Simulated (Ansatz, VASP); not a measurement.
**Two plane-wave programs on TiHg2**

```xyz
3
Lattice="0.0000 3.2615 3.2615 3.2615 0.0000 3.2615 3.2615 3.2615 0.0000" Properties=species:S:1:pos:R:3 pbc="T T T"
Ti    0.0000    0.0000    0.0000
Hg    1.6307    1.6307    1.6307
Hg    4.8922    4.8922    4.8922
```

Alike in both runs: task relaxation of cell and atoms; functional PBE; k mesh 12 × 12 × 12; occupations gaussian, width 0.1 eV; no spin polarisation.

```csv
,VASP,Ansatz
version,VASP 6.6.1,Ansatz 0.2.0
potentials or method,"VASP PAW PBE potentials, release 64 (Ti_sv, Hg), cutoff 600 eV","scalar-relativistic, plane waves, PAW"
valence electrons in the cell,36,52
```

|  | VASP | Ansatz | Ansatz less VASP |
| --- | --- | --- | --- |
| gap on the k mesh at the Fermi level, each at its own relaxed structure (eV) | none | none | - |
| relaxed volume (Å³/atom) | 23.24 | 23.13 | -0.113 |
| relaxed length of the cell vector where the two differ most in proportion (Å) | 4.620 | 4.612 | -0.0075 |

A gap of «none» marks a metal or a gap that the smearing closes. VASP's potentials hold 36 valence electrons a cell and Ansatz's 52, so a difference there can come from the potentials and not from the codes.

Spin-orbit coupling is off throughout.
